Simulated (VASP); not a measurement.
# SbTe2O3 (P4mm) in VASP: a series of runs

SbTe2O3 is run at these levels: PBE; tasks: single point, relaxation of cell and atoms.

Everything below comes from runs of VASP 6.6.1. Logs are shortened: lines on timing, memory, paths and dates and some standing lists are left out, and cuts for length are marked.

### 1 The cell of the first run

Symmetry: P4mm, No. 99, tetragonal system. Conventional cell: a = 4.660 Å, b = 4.660 Å, c = 5.216 Å, α = 90.00°, β = 90.00°, γ = 90.00°. Within 3.2 Å of Sb (site symmetry 4mm) lie 4 O at 2.39 Å. Within 2.6 Å of Te (site symmetry 2mm) lie 3 O at 1.99 to 2.33 Å. Within 2.6 Å of O (site symmetry 2mm) lie 1 Te at 1.99 Å and 2 Sb at 2.39 Å. O (site symmetry 4mm) has 4 Te at 2.33 Å within 3.1 Å.

### 2 Single point, PBE

The input, INCAR:

```
SYSTEM = SbTe2O3
PREC     = Accurate       ! precision mode
ENCUT    = 520            ! plane-wave cutoff, eV
EDIFF    = 1E-6           ! SCF threshold, eV
ISMEAR   = 0              ! smearing method
SIGMA    = 0.1            ! smearing width, eV
LREAL    = .False.        ! projectors in reciprocal space
LASPH    = .True.         ! aspherical terms in the spheres
NELM     = 100            ! most SCF steps
ALGO     = Normal         ! electronic algorithm
ISIF     = 2              ! what is computed and relaxed
LWAVE    = .False.        ! write WAVECAR
LCHARG   = .True.         ! write CHGCAR
GGA      = PE             ! functional
LELF     = .True.         ! ELF
LVHAR    = .True.       
NBANDS   = 26             ! bands
```

The input, KPOINTS:

```
Automatic mesh
0
Gamma
  4 4 4
  0 0 0
```

The input, POSCAR:

```
SbTe2O3
1.0
    4.6601413695      0.0000000000      0.0000000000
    0.0000000000      4.6601413695      0.0000000000
    0.0000000000      0.0000000000      5.2157244900
Sb Te O
1 2 3
Direct
    0.0000000000      0.0000000000      0.3249740483
    0.5000000000      0.0000000000      0.8436868536
    0.0000000000      0.5000000000      0.8436868536
    0.5000000000      0.0000000000      0.2252270742
    0.0000000000      0.5000000000      0.2252270742
    0.5000000000      0.5000000000      0.8316389961
```

Potentials or basis: VASP PAW PBE potentials, release 64 (Sb, Te, O).

The run is started by

```console
cat potpaw_PBE.64/Sb/POTCAR potpaw_PBE.64/Te/POTCAR potpaw_PBE.64/O/POTCAR > POTCAR
mpirun -np 1 vasp_std > vasp.out
```

OUTCAR:

```text
SYSTEM = SbTe2O3
   PREC = Accurate
   ENCUT = 520
   EDIFF = 1E-6
   ISMEAR = 0
   LREAL = .False.
   LASPH = .True.
   NELM = 100
   ISIF = 2
   GGA = PE

 ion  position               nearest neighbor table
   1  0.000  0.000  0.325-   4 2.39   5 2.39   5 2.39   4 2.39   3 3.43   2 3.43   2 3.43   3 3.43
                             3 3.57   2 3.57   3 3.57   2 3.57
   2  0.500  0.000  0.844-   4 1.99   6 2.33   6 2.33   3 3.30   3 3.30   3 3.30   3 3.30   1 3.43
                             1 3.43   1 3.57   1 3.57
   3  0.000  0.500  0.844-   5 1.99   6 2.33   6 2.33   2 3.30   2 3.30   2 3.30   2 3.30   1 3.43
                             1 3.43   1 3.57   1 3.57
   4  0.500  0.000  0.225-   2 1.99   1 2.39   1 2.39
   5  0.000  0.500  0.225-   3 1.99   1 2.39   1 2.39
   6  0.500  0.500  0.832-   2 2.33   3 2.33   2 2.33   3 2.33

  LATTYP: Found a simple tetragonal cell.
 ALAT       =     4.6601413695
 C/A-ratio  =     1.1192202288

  Lattice vectors:

 A1 = (   4.6601413695,   0.0000000000,   0.0000000000)
 A2 = (   0.0000000000,   4.6601413695,   0.0000000000)
 A3 = (   0.0000000000,   0.0000000000,   5.2157244900)

Analysis of symmetry for initial positions (statically):
=====================================================================
 Subroutine PRICEL returns:
 Original cell was already a primitive cell.

 Routine SETGRP: Setting up the symmetry group for a
 simple tetragonal supercell.

 Subroutine GETGRP returns: Found  8 space group operations
 (whereof  8 operations were pure point group operations)
 out of a pool of 16 trial point group operations.

The static configuration has the point symmetry C_4v.

Analysis of symmetry for dynamics (positions and initial velocities):
=====================================================================
 Subroutine PRICEL returns:
 Original cell was already a primitive cell.

 Routine SETGRP: Setting up the symmetry group for a
 simple tetragonal supercell.

 Subroutine GETGRP returns: Found  8 space group operations
 (whereof  8 operations were pure point group operations)
 out of a pool of 16 trial point group operations.

The dynamic configuration has the point symmetry C_4v.

 Subroutine INISYM returns: Found  8 space group operations
 (whereof  8 operations are pure point group operations),
 and found     1 'primitive' translations

----------------------------------------------------------------------------------------
[... 96 lines left out ...]
   EDIFFG = 0.1E-04   stopping-criterion for IOM
   NSW    =      0    number of steps for IOM
   IBRION =     -1    ionic relax: 0-MD 1-quasi-New 2-CG
   NFREE  =      0    steps in history (QN), initial steepest desc. (CG)
   ISIF   =      2    stress and relaxation
   ISYM   =      2    0-nonsym 1-usesym 2-fastsym
   POTIM  = 0.5000    time-step for ionic-motion
   TEBEG  =    0.0;   TEEND  =   0.0 temperature during run
   PSTRESS=    0.0 pullay stress
   NELECT =      35.0000    total number of electrons
   NUPDOWN=      -1.0000    fix difference up-down
   EMIN   =  10.00;   EMAX   =-10.00  energy-range for DOS
   EFERMI =   0.00;   METHOD = LEGACY
   ISMEAR =     0;   SIGMA  =   0.10  broadening in eV -4-tet -1-fermi 0-gaus
   EFERMI_NEDOS =   21; number of points for ismear=-14 and -15
   IALGO  =     38    algorithm
   IMIX   =      4    mixing-type and parameters
     AMIX     =   0.40;   BMIX     =  1.00
     AMIX_MAG =   1.60;   BMIX_MAG =  1.00
  volume/ion in A,a.u.               =      18.88       127.40
  Fermi-wavevector in a.u.,A,eV,Ry     =   1.106776  2.091504 16.666512  1.224954
  Thomas-Fermi vector in A             =   2.243282
   LORBIT       =      0    0 simple, 1 ext, 2 COOP (PROOUT), +10 PAW based schemes
   GGA     = PE    functional components
   LHFCALC =     F    Hartree Fock is set to
   AEXX    =    0.0000 exact exchange contribution
   IVDW    =     0    specifies the selected vdW correction
   LEPSILON=     F    determine dielectric tensor
   LRPA    =     F    only Hartree local field effects (RPA)
 non-spin polarized calculation
 Gauss-broadening in eV      SIGMA  =   0.10
  energy-cutoff  :      520.00
  volume of cell :      113.27
 maximum number of plane-waves:      3108
 NGX is ok and might be reduce to    36
   NGX = 17   NGY = 17   NGZ = 19

 number of electron      35.0000009 magnetization

 Free energy of the ion-electron system (eV)
  ---------------------------------------------------
  ext. energy  EPLUGINS =         0.00000000
  ---------------------------------------------------
  free energy    TOTEN  =       -27.65994055 eV

  energy without entropy =      -27.63916392  energy(sigma->0) =      -27.64955223

 E-fermi :   6.6970     XC(G=0):  -9.8340

 val. band max:        6.5924779674   @ k =   0.5000   0.2500   0.2500
 cond. band min:       6.7040375348   @ k =   0.5000   0.2500   0.2500
 fundamental gap:      0.1115595674
 Fermi energy:         6.6969624385

 k-point     1 :       0.0000    0.0000    0.0000
  band No.  band energies     occupation
      1     -13.3478      2.00000
      2     -12.4101      2.00000
      3     -11.9613      2.00000
      4      -4.6436      2.00000
      5      -3.3576      2.00000
      6      -2.2279      2.00000
[... 511 lines left out ...]
     25      12.9912      0.00000
     26      13.4345      0.00000

------------------------ aborting loop because EDIFF is reached ----------------------------------------

  FORCE on cell =-STRESS in cart. coord.  units (eV):
  Direction    XX          YY          ZZ          XY          YZ          ZX
  --------------------------------------------------------------------------------------
  -------------------------------------------------------------------------------------
  Total       -0.2659263     -0.2659263     -0.1311769      0.0000000      0.0000000      0.0000000
  in kB       -3.7614822     -3.7614822     -1.8554747      0.0000000      0.0000000      0.0000000
  external PRESSURE =      -3.1261464 kB  Pullay stress =       0.0000000 kB

 VOLUME and BASIS-vectors are now :
 -----------------------------------------------------------------------------
  energy-cutoff  :      520.00
  volume of cell :      113.27
      direct lattice vectors                 reciprocal lattice vectors
     4.660141369  0.000000000  0.000000000     0.214585765  0.000000000  0.000000000
     0.000000000  4.660141369  0.000000000     0.000000000  0.214585765  0.000000000
     0.000000000  0.000000000  5.215724490     0.000000000  0.000000000  0.191727919

 POSITION                                       TOTAL-FORCE (eV/Angst)
 -----------------------------------------------------------------------------------
      0.00000      0.00000      1.69498        -0.000000      0.000000     -0.035327
      2.33007      0.00000      4.40044        -0.000000      0.000000     -0.011130
      0.00000      2.33007      4.40044         0.000000      0.000000     -0.011130
      2.33007      0.00000      1.17472        -0.000000      0.000000      0.020935
      0.00000      2.33007      1.17472        -0.000000      0.000000      0.020935
      2.33007      2.33007      4.33760        -0.000000     -0.000000      0.015717
 -----------------------------------------------------------------------------------
    total drift:                                0.000000      0.000000     -0.000445

  FREE ENERGIE OF THE ION-ELECTRON SYSTEM (eV)
  ---------------------------------------------------
  free  energy   TOTEN  =       -27.6599405495 eV

  energy  without entropy=      -27.6391639189  energy(sigma->0) =      -27.64955223
```

OSZICAR:

```text
N       E                     dE             d eps       ncg     rms          rms(c)
DAV:   1     0.217203739215E+03    0.21720E+03   -0.15085E+04   936   0.116E+03
DAV:   2    -0.127335313023E+02   -0.22994E+03   -0.22058E+03  1224   0.235E+02
DAV:   3    -0.326595501152E+02   -0.19926E+02   -0.19622E+02  1158   0.783E+01
DAV:   4    -0.329399717604E+02   -0.28042E+00   -0.28001E+00  1056   0.104E+01
DAV:   5    -0.329449860405E+02   -0.50143E-02   -0.50136E-02  1102   0.141E+00    0.226E+01
DAV:   6    -0.281687876136E+02    0.47762E+01   -0.23838E+01  1002   0.357E+01    0.120E+01
DAV:   7    -0.276998353581E+02    0.46895E+00   -0.38938E+00   978   0.123E+01    0.988E+00
DAV:   8    -0.276861112093E+02    0.13724E-01   -0.53112E-01  1034   0.454E+00    0.517E+00
DAV:   9    -0.276664184943E+02    0.19693E-01   -0.10349E-01  1112   0.290E+00    0.703E-01
DAV:  10    -0.276601391893E+02    0.62793E-02   -0.25529E-02  1110   0.135E+00    0.870E-01
DAV:  11    -0.276601260474E+02    0.13142E-04   -0.11661E-02  1044   0.710E-01    0.188E-01
DAV:  12    -0.276599169812E+02    0.20907E-03   -0.10434E-03  1022   0.248E-01    0.634E-02
DAV:  13    -0.276599420229E+02   -0.25042E-04   -0.16610E-04   986   0.748E-02    0.355E-02
DAV:  14    -0.276599388600E+02    0.31629E-05   -0.21153E-05  1078   0.310E-02    0.180E-02
DAV:  15    -0.276599413151E+02   -0.24551E-05   -0.83165E-06  1008   0.198E-02    0.877E-03
DAV:  16    -0.276599405495E+02    0.76562E-06   -0.10605E-06   568   0.825E-03
   1 F= -.27659941E+02 E0= -.27649552E+02  d E =-.207766E-01
```

stdout:

```text
POSCAR found type information on POSCAR SbTeO
 POSCAR found :  3 types and       6 ions
 scaLAPACK will be used
 LDA part: xc-table for (Slater+PW92), standard interpolation
 POSCAR, INCAR and KPOINTS ok, starting setup
 FFT: planning ... GRIDC
 FFT: planning ... GRID_SOFT
 FFT: planning ... GRID
 WAVECAR not read
 entering main loop
```

Run time: 84 s. Hardware: 1 thread of AMD EPYC 7R43 (Zen 3), shared host; peak memory 0.2 GiB.

Results:

| Item | Value |
| --- | --- |
| Free energy | -27.6599 eV |
| Pressure | -0.3 GPa |
| Largest force | 0.035 eV/Å |

Forces in eV/Å, atoms in the order of the input:
```
Sb   0.000  0.000 -0.035
Te   0.000  0.000 -0.011
Te   0.000  0.000 -0.011
O    0.000  0.000  0.021
O    0.000  0.000  0.021
O    0.000  0.000  0.016
```

Stress tensor (GPa, compression positive):
```
-0.38  0.00  0.00
 0.00 -0.38  0.00
 0.00  0.00 -0.19
```

Caveat: spin-orbit coupling is left out, which moves the levels of the heavy elements; an odd number of electrons without spin polarisation forces a metal; a magnetic or distorted state may lie lower.

### 3 Single point, PBE

This run uses another cell than the first one, of 20.52 Å³/atom, 1.087 times its volume.

The input, INCAR:

```
SYSTEM = SbTe2O3
PREC = Accurate ; ENCUT = 520
EDIFF = 1E-6 ; ISMEAR = 0
SIGMA = 0.1 ; LREAL = .False.
LASPH = .True. ; NELM = 60
ALGO = Normal ; ISIF = 2
LWAVE = .False. ; LCHARG = .True.
GGA = PE ; LELF = .True.
LVHAR = .True. ; NBANDS = 26
```

KPOINTS is that of step 2.

The input, POSCAR:

```
SbTe2O3
1.0
    4.3244410500      0.0000000000      0.0000000000
    0.0000000000      4.3244410500      0.0000000000
    0.0000000000      0.0000000000      6.5831757500
Sb Te O
1 2 3
Direct
    0.0000000000      0.0000000000      0.6804151100
    0.5000000000      0.0000000000      0.8275504100
    0.0000000000      0.5000000000      0.8275504100
    0.5000000000      0.0000000000      0.1972340900
    0.0000000000      0.5000000000      0.1972340900
    0.5000000000      0.5000000000      0.5644567900
```

Potentials or basis: VASP PAW PBE potentials, release 64 (Sb, Te, O).

The run is started by

```console
cat potpaw_PBE.64/Sb/POTCAR potpaw_PBE.64/Te/POTCAR potpaw_PBE.64/O/POTCAR > POTCAR
mpirun -np 1 vasp_std > vasp.out
```

OUTCAR:

```text
SYSTEM = SbTe2O3
   PREC = Accurate
   ENCUT = 520
   EDIFF = 1E-6
   ISMEAR = 0
   LREAL = .False.
   LASPH = .True.
   NELM = 60
   ISIF = 2
   GGA = PE

 ion  position               nearest neighbor table
   1  0.000  0.000  0.680-   2 2.37   3 2.37   3 2.37   2 2.37
   2  0.500  0.000  0.828-   1 2.37   1 2.37   4 2.43   6 2.77   6 2.77   3 3.06   3 3.06   3 3.06
                             3 3.06
   3  0.000  0.500  0.828-   1 2.37   1 2.37   5 2.43   6 2.77   6 2.77   2 3.06   2 3.06   2 3.06
                             2 3.06
   4  0.500  0.000  0.197-   2 2.43
   5  0.000  0.500  0.197-   3 2.43
   6  0.500  0.500  0.564-   2 2.77   3 2.77   2 2.77   3 2.77

  LATTYP: Found a simple tetragonal cell.
 ALAT       =     4.3244410500
 C/A-ratio  =     1.5223183005

  Lattice vectors:

 A1 = (   4.3244410500,   0.0000000000,   0.0000000000)
 A2 = (   0.0000000000,   4.3244410500,   0.0000000000)
 A3 = (   0.0000000000,   0.0000000000,   6.5831757500)

Analysis of symmetry for initial positions (statically):
[... 175 lines left out ...]

 val. band max:        4.1748589683   @ k =   0.5000   0.5000   0.0000
 cond. band min:       4.2020407262   @ k =   0.2500   0.0000   0.0000
 fundamental gap:      0.0271817579
 Fermi energy:         4.1870035216

 k-point     1 :       0.0000    0.0000    0.0000
  band No.  band energies     occupation
      1     -13.4303      2.00000
      2     -11.6923      2.00000
      3     -11.3219      2.00000
      4     -11.0428      2.00000
      5      -5.8830      2.00000
      6      -3.7609      2.00000
[... 511 lines left out ...]
     25      10.4613      0.00000
     26      11.0643      0.00000

------------------------ aborting loop because EDIFF is reached ----------------------------------------

  FORCE on cell =-STRESS in cart. coord.  units (eV):
  Direction    XX          YY          ZZ          XY          YZ          ZX
  --------------------------------------------------------------------------------------
  -------------------------------------------------------------------------------------
  Total       34.7591731     34.7591731     -3.5540346      0.0000000      0.0000000      0.0000000
  in kB      452.3604284    452.3604284    -46.2526712      0.0000000      0.0000000      0.0000000
  external PRESSURE =     286.1560619 kB  Pullay stress =       0.0000000 kB

 VOLUME and BASIS-vectors are now :
 -----------------------------------------------------------------------------
  energy-cutoff  :      520.00
  volume of cell :      123.11
      direct lattice vectors                 reciprocal lattice vectors
     4.324441050  0.000000000  0.000000000     0.231243758  0.000000000  0.000000000
     0.000000000  4.324441050  0.000000000     0.000000000  0.231243758  0.000000000
     0.000000000  0.000000000  6.583175750     0.000000000  0.000000000  0.151902370

 POSITION                                       TOTAL-FORCE (eV/Angst)
 -----------------------------------------------------------------------------------
      0.00000      0.00000      4.47929        -0.000000      0.000000    -13.885310
      2.16222      0.00000      5.44791         0.000000      0.000000      8.667421
      0.00000      2.16222      5.44791        -0.000000      0.000000      8.667421
      2.16222      0.00000      1.29843        -0.000000      0.000000     -2.498066
      0.00000      2.16222      1.29843        -0.000000     -0.000000     -2.498066
      2.16222      2.16222      3.71592        -0.000000     -0.000000      1.546601
 -----------------------------------------------------------------------------------
    total drift:                                0.000000      0.000000      0.000119

  FREE ENERGIE OF THE ION-ELECTRON SYSTEM (eV)
  ---------------------------------------------------
  free  energy   TOTEN  =       -11.9034314408 eV

  energy  without entropy=      -11.8355945365  energy(sigma->0) =      -11.86951299
```

OSZICAR:

```text
N       E                     dE             d eps       ncg     rms          rms(c)
DAV:   1     0.226209073514E+03    0.22621E+03   -0.15087E+04   936   0.115E+03
DAV:   2    -0.986332274773E+00   -0.22720E+03   -0.21764E+03  1216   0.228E+02
DAV:   3    -0.205252258173E+02   -0.19539E+02   -0.19241E+02  1048   0.760E+01
DAV:   4    -0.208251086597E+02   -0.29988E+00   -0.29930E+00  1238   0.104E+01
DAV:   5    -0.208299961842E+02   -0.48875E-02   -0.48862E-02  1108   0.121E+00    0.233E+01
DAV:   6    -0.257843742508E+02   -0.49544E+01   -0.86990E+01  1080   0.475E+01    0.365E+01
DAV:   7    -0.172086369155E+02    0.85757E+01   -0.44167E+01  1120   0.261E+01    0.296E+01
DAV:   8    -0.120580960059E+02    0.51505E+01   -0.18447E+01  1004   0.130E+01    0.101E+01
DAV:   9    -0.119037392938E+02    0.15436E+00   -0.12951E+00   988   0.631E+00    0.292E+00
DAV:  10    -0.119081511686E+02   -0.44119E-02   -0.54629E-02  1148   0.130E+00    0.137E+00
DAV:  11    -0.119054726089E+02    0.26786E-02   -0.10928E-02  1092   0.443E-01    0.651E-01
DAV:  12    -0.119038481955E+02    0.16244E-02   -0.10845E-02  1012   0.484E-01    0.343E-01
DAV:  13    -0.119034024437E+02    0.44575E-03   -0.24987E-03  1136   0.202E-01    0.940E-02
DAV:  14    -0.119034404995E+02   -0.38056E-04   -0.49207E-04   982   0.106E-01    0.629E-02
DAV:  15    -0.119034270712E+02    0.13428E-04   -0.41143E-05   988   0.324E-02    0.189E-02
DAV:  16    -0.119034313839E+02   -0.43127E-05   -0.77002E-06  1016   0.163E-02    0.886E-03
DAV:  17    -0.119034314408E+02   -0.56827E-07   -0.92086E-07   616   0.500E-03
   1 F= -.11903431E+02 E0= -.11869513E+02  d E =-.678369E-01
```

Run time: 88 s. Hardware: 1 thread of AMD EPYC 7R43 (Zen 3), shared host; peak memory 0.19 GiB.

What came out:

| Property | Result |
| --- | --- |
| Free energy | -11.9034 eV |
| Pressure | 28.6 GPa |
| Largest force | 13.885 eV/Å |

Forces in eV/Å, atoms in the order of the input:
```
Sb    0.000   0.000 -13.885
Te    0.000   0.000   8.667
Te    0.000   0.000   8.667
O     0.000   0.000  -2.498
O     0.000   0.000  -2.498
O     0.000   0.000   1.547
```

Levels at points of the mesh, in eV from the Fermi level:
```
           k point  band 15  band 16  band 17  band 18  band 19  band 20  band 21  band 22
(0.00, 0.00, 0.00)    -1.14    -0.42    -0.07    -0.07     0.52     0.52     1.56     1.78
(0.50, 0.00, 0.00)    -0.66    -0.55    -0.45    -0.20    -0.07     0.80     1.78     4.04
(0.50, 0.50, 0.00)    -0.01     0.08     0.12     0.55     0.55     1.31     3.58     5.23
(0.00, 0.00, 0.50)    -1.24    -0.07    -0.07     0.06     0.65     0.65     1.33     2.13
(0.50, 0.00, 0.50)    -0.60    -0.59    -0.34    -0.24     0.08     0.19     2.19     4.17
(0.50, 0.50, 0.50)    -0.41     0.09     0.13     0.60     0.60     1.30     3.57     5.29
```

Caveat: the k points lie up to 0.36 Å⁻¹ apart; spin-orbit coupling is left out, which moves the levels of the heavy elements; an odd number of electrons without spin polarisation forces a metal; a magnetic or distorted state may lie lower.

[end of part 1 of 2]
